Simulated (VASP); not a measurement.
A run of VASP 6.6.1 is set up as follows.

Contents of INCAR:

```
PREC = Accurate
ENCUT = 520
EDIFF = 1E-6
ISMEAR = -1
SIGMA = 0.05
LREAL = False
LASPH = True
NELM = 60
ALGO = Normal
ISIF = 2
LWAVE = False
LCHARG = True
GGA = PE
LELF = True
LVHAR = True
NBANDS = 20
```

The input KPOINTS:

```
Automatic mesh
0
Gamma
  17 17 9
```

Contents of POSCAR:

```
Mn
1.0
    2.4816091129      0.0000000000      0.0000000000
   -1.2408045565      2.1491365340      0.0000000000
    0.0000000000      0.0000000000      4.0147266012
Mn
2
Direct
    0.3333333333      0.6666666667      0.2500000000
    0.6666666667      0.3333333333      0.7500000000
```

Potentials or basis: VASP PAW PBE potentials, release 64 (Mn_pv).

Run with:

```bash
$ cat potpaw_PBE.64/Mn_pv/POTCAR > POTCAR
$ mpirun -np 1 vasp_std > vasp.out
```

(1) Predict the band gap on the k mesh.

(2) What does it give for the pressure?

Results:

(1) zero (bands 13 and 14 overlap by 1.96 eV).

(2) -0.1 GPa.

Caveat: the run has no spin polarisation, though such a crystal can be magnetic.
